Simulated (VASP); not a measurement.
Here is a VASP 6.6.1 calculation.

INCAR

```
  ALGO = Normal
  EDIFF = 1E-6
  ENCUT = 520
  GGA = PS
  ISIF = 2
  ISMEAR = -1
  LASPH = True
  LCHARG = True
  LELF = True
  LREAL = False
  LVHAR = True
  LWAVE = False
  NBANDS = 20
  NELM = 100
  PREC = Accurate
  SIGMA = 0.05
```

The input KPOINTS:

```
k-points
0
Gamma
  9 9 5
```

The input POSCAR:

```
Tl
1.0
    3.3854495917      0.0000000000      0.0000000000
   -1.6927247959      2.9318853497      0.0000000000
    0.0000000000      0.0000000000      5.4122132507
Tl
2
Direct
    0.6666666667      0.3333333333      0.7500000000
    0.3333333333      0.6666666667      0.2500000000
```

Potentials or basis: VASP PAW PBE potentials, release 64 (Tl_d).

Launch:

```bash
$ cat potpaw_PBE.64/Tl_d/POTCAR > POTCAR
$ mpirun -np 1 vasp_std > vasp.out
```

(1) Estimate the pressure.

(2) What does it give for the band gap on the k mesh?

## Answers

(1) 2.8 GPa.

(2) zero (band 13 reaches 9.33 eV, above the bottom of band 14 at 5.33 eV).

Caveat: the PAW data sets were made with another functional, which shifts forces and pressure a little; spin-orbit coupling is left out, which moves the levels of the heavy elements.
